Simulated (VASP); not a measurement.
Li: single point with PBE+D3(BJ)

The system is Li.

```xyz
1
Lattice="-1.6279 1.6279 1.6279 1.6279 -1.6279 1.6279 1.6279 1.6279 -1.6279" Properties=species:S:1:pos:R:3 pbc="T T T"
Li    0.0000    0.0000    0.0000
```

This cell differs from its parent crystal: volume scaled by 0.94.

| Quantity | Value |
| --- | --- |
| Program | VASP 6.6.1 |
| Task | single point |
| Functional | PBE |
| Dispersion | D3(BJ) |
| Potentials or basis | VASP PAW PBE potentials, release 64 (Li_sv) |
| Cutoff | 520 eV |
| k mesh | 18 × 18 × 18 |
| Occupations | gaussian, width 0.1 eV |
| Spin | no spin polarisation |
| Dipole correction | no |
| Further INCAR settings | ALGO = Normal; EDIFF = 1e-06; NBANDS = 8 |

```yaml
Dispersion_energy_per_atom: -0.199 eV
```

Levels at points of the mesh, in eV from the Fermi level:
```csv
k point,band 1,band 2,band 3,band 4,band 5
"(0.00, 0.00, 0.00)",-46.27,-3.77,16.37,16.37,16.37
"(0.50, 0.00, 0.00)",-46.24,0.20,3.82,11.58,13.18
"(0.50, 0.50, 0.50)",-46.21,6.12,6.12,6.12,8.52
```

Wall time 8.9 s on 1 thread of Intel(R) Xeon(R) Platinum 8559C (Emerald Rapids), on a shared host, peak memory 0.15 GiB.
